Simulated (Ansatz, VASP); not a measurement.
## Two plane-wave programs on BN

```xyz
4
Lattice="2.5539 0.0000 0.0000 -1.2770 2.2118 0.0000 0.0000 0.0000 4.2269" Properties=species:S:1:pos:R:3 pbc="T T T"
B     1.3212    0.7815    4.2257
B     0.0442    1.5187    2.1123
N     1.2770    0.7373    2.6430
N     0.0000    1.4745    0.5295
```

Change from the starting cell: all B atoms moved +0.062 Å, as atom 1 along Cartesian [1 1 0].

Alike in both runs: task single point; functional PBE; k mesh 12 × 12 × 6; occupations gaussian, width 0.05 eV; no spin polarisation.

```csv
,VASP,Ansatz
version,VASP 6.6.1,Ansatz 0.2.0
potentials or method,"VASP PAW PBE potentials, release 64 (B, N), cutoff 520 eV","scalar-relativistic, plane waves, PAW"
valence electrons in the cell,16,16
```

|  | VASP | Ansatz | Ansatz less VASP |
| --- | --- | --- | --- |
| gap on the k mesh at the Fermi level (eV) | 4.92 | 4.93 | +0.015 |
| least direct gap on the mesh (eV) | 7.91 | 7.91 | +0.007 |
| pressure (GPa) | 1.3 | 1.1 | -0.20 |
| traceless stress, the component that is largest in VASP (GPa) | 1.42 | 1.37 | -0.051 |
| rms of the force components (eV/Å) | 0.883 | 0.880 | -0.0035 |

Atom by atom the forces differ by 0.004 eV/Å (rms over components).
